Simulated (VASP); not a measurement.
Runs of VASP 6.6.1 on TaN. It takes space group P6/mmm (No. 191, hexagonal). Conventional cell: a = 5.191 Å, b = 5.191 Å, c = 2.908 Å, α = 90.00°, β = 90.00°, γ = 120.00°. Ta (site symmetry 6/mmm) has 6 N at 2.60 Å and 14 Ta at 2.91 to 3.33 Å within 3.4 Å. Within 2.8 Å of Ta (site symmetry -6m2) lie 6 N at 2.09 Å. Within 2.8 Å of N (site symmetry mmm) lie 6 Ta at 2.09 to 2.60 Å and 4 N at 2.60 Å. 

| smearing | gap on the mesh (eV) | pressure (GPa) |
| --- | --- | --- |
| methfessel-paxton 0.2 eV | none | 10.5 |
| methfessel-paxton 0.1 eV | none | 10.5 |
| methfessel-paxton 0.3 eV | none | (a) |
| methfessel-paxton 0.5 eV | none | 10.3 |

Alike in all rows: task single point; level PBE; potentials or basis VASP PAW PBE potentials, release 64 (Ta_pv, N); no spin polarisation; cell as given; k mesh 5 × 5 × 8; cutoff (eV) 520.

**Question.** Fill in the values left out.

**Answer.** (a) 10.4.

Caveats: spin-orbit coupling is left out, which moves the levels of the heavy elements.

A k mesh can miss the band edges, and the runs leave out spin-orbit coupling on Ta.

A gap of «none» marks levels without a gap at the run's occupations.
